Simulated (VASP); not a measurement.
WS2:

```
CELL_PARAMETERS angstrom
3.15281 0.00000 0.00000
-1.57641 2.73042 0.00000
0.00000 0.00000 14.28201
ATOMIC_POSITIONS crystal
W 0.66667 0.33333 0.75000
W 0.33333 0.66667 0.25000
S 0.33333 0.66667 0.86154
S 0.66667 0.33333 0.36154
S 0.33333 0.66667 0.63846
S 0.66667 0.33333 0.13846
```

```yaml
Program: VASP 6.6.1
Task: relaxation of cell and atoms
Functional: PBE
Potentials_or_basis: VASP PAW PBE potentials, release 64 (W_sv, S)
Cutoff: 600 eV
k_mesh: 12 × 12 × 2
Occupations: gaussian, width 0.02 eV
Spin: no spin polarisation
```

At the start: pressure 1.1 GPa; volume 20.49 Å³/atom.

**Question.** How do energy, volume and symmetry change on relaxing?

**Answer.** Over 5 steps the energy falls by 4.5 meV/atom and the volume is 20.77 Å³/atom (+1.4 %); space group P6_3/mmc (No. 194, to 0.1 Å) before and after.

The path:
| step | energy change (eV) | largest force (eV/Å) | pressure (GPa) | volume (Å³) |
| --- | --- | --- | --- | --- |
| 1 | 0.0000 | 0.1866 | 1.06 | 122.95 |
| 2 | -0.0252 | 0.0508 | -0.69 | 125.36 |
| 3 | -0.0267 | 0.0785 | -0.37 | 124.89 |
| 4 | -0.0251 | 0.1338 | 0.80 | 124.18 |
| 5 | -0.0273 | 0.0079 | 0.02 | 124.65 |

Final structure:
```
CELL_PARAMETERS angstrom
3.18783 0.00000 0.00000
-1.59391 2.76074 0.00000
0.00000 0.00000 14.16342
ATOMIC_POSITIONS crystal
W 0.66667 0.33333 0.75000
W 0.33333 0.66667 0.25000
S 0.33333 0.66667 0.86094
S 0.66667 0.33333 0.36094
S 0.33333 0.66667 0.63906
S 0.66667 0.33333 0.13906
```

Caveat: this functional lacks dispersion, which binds the layers, so the pressure and a relaxed spacing across them are unreliable.
